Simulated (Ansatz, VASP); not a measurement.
# Two plane-wave programs on Rb

The input INCAR:

```
SYSTEM = Rb
PREC     = Accurate       ! precision mode
ENCUT    = 520            ! plane-wave cutoff, eV
EDIFF    = 1E-6           ! SCF threshold, eV
ISMEAR   = -1             ! smearing method
SIGMA    = 0.1            ! smearing width, eV
LREAL    = .FALSE.        ! projectors in reciprocal space
LASPH    = .TRUE.         ! aspherical terms in the spheres
NELM     = 60             ! most SCF steps
ALGO     = Normal         ! electronic algorithm
ISIF     = 2              ! what is computed and relaxed
LWAVE    = .FALSE.        ! write WAVECAR
LCHARG   = .FALSE.        ! write CHGCAR
GGA      = B5             ! functional
ALDAX    = 1.0          
AGGAX    = 1.0          
AGGAC    = 1.0          
ALDAC    = 0.0          
NBANDS   = 10             ! bands
```

KPOINTS

```
regular mesh
0
G
  8 8 8
  0 0 0
```

File POSCAR:

```
Rb
1.0
    4.9089777161      0.0000000000      0.0000000000
    0.0000000000      4.9089777161      0.0000000000
    0.0000000000      0.0000000000      4.9089777161
Rb
1
Direct
    0.0000000000      0.0000000000      0.0000000000
```

Input for Ansatz:

```yaml
crystal:
  lattice:
    - [4.9089777161, 0.0, 0.0]
    - [0.0, 4.9089777161, 0.0]
    - [0.0, 0.0, 4.9089777161]
  atoms:
    - { symbol: Rb, position: [0.0, 0.0, 0.0] }
hamiltonian:
  xc: blyp
  pseudopotentials:
    kind: paw
    azcp:
      Rb: "pseudopotentials/Rb.paw.azcp"
basis:
  ecutwfc: 420
  fft_grid_basis: typed
kpoints:
  mp_grid: { grid: [8, 8, 8], shift: [0, 0, 0] }
magnetization:
  spin_polarized: false
scf:
  occupations: { method: fermi_dirac, width: 0.1 }
  lower_state_search: "off"
output:
  stress: true
```

Alike in both runs: task single point; functional BLYP; k mesh 8 × 8 × 8; occupations fermi-dirac, width 0.1 eV; no spin polarisation.

|  | VASP | Ansatz |
| --- | --- | --- |
| version | VASP 6.6.1 | Ansatz 0.2.0 |
| potentials or method | VASP PAW PBE potentials, release 64 (Rb_sv), cutoff 520 eV | plane waves (420 eV) with PAW, scalar-relativistic |
| valence electrons in the cell | 9 | 9 |

|  | VASP | Ansatz | Ansatz less VASP |
| --- | --- | --- | --- |
| pressure (GPa) | -0.1 | -0.1 | 0.00 |

VASP's potentials were made for PBE, not for BLYP.
